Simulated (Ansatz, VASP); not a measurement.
# IrRu2: VASP beside Ansatz

```
CELL_PARAMETERS angstrom
0.00000 2.93482 2.93482
2.93482 0.00000 2.93482
2.93482 2.93482 0.00000
ATOMIC_POSITIONS crystal
Ru 0.25000 0.25000 0.25000
Ru 0.75000 0.75000 0.75000
Ir 0.00000 0.00000 0.00000
```

Change from the starting cell: species swapped into the Si2Ni type (Fm-3m, No. 225).

Alike in both runs: functional PBE; k mesh 6 × 6 × 6; occupations gaussian, width 0.1 eV; no spin polarisation.

Ansatz relaxed the structure, and its values are those at the end. VASP's run is a single point on that final structure, the one shown.

|  | VASP | Ansatz |
| --- | --- | --- |
| version | VASP 6.6.1 | Ansatz 0.2.0 |
| potentials or method | VASP PAW PBE potentials, release 64 (Ru_pv, Ir), cutoff 520 eV | scalar-relativistic, plane waves, PAW |
| valence electrons in the cell | 37 | 49 |

Ansatz gave:

```
gap on the k mesh at the Fermi level (eV) : none
pressure (GPa)                            : 0.0
```

Which values does VASP return?

gap on the k mesh at the Fermi level (eV): none; pressure (GPa): 0.2.

A gap of «none» marks a metal or a gap that the smearing closes. VASP's potentials hold 37 valence electrons a cell and Ansatz's 49, so a difference there can come from the potentials and not from the codes.

Spin-orbit coupling is off throughout.
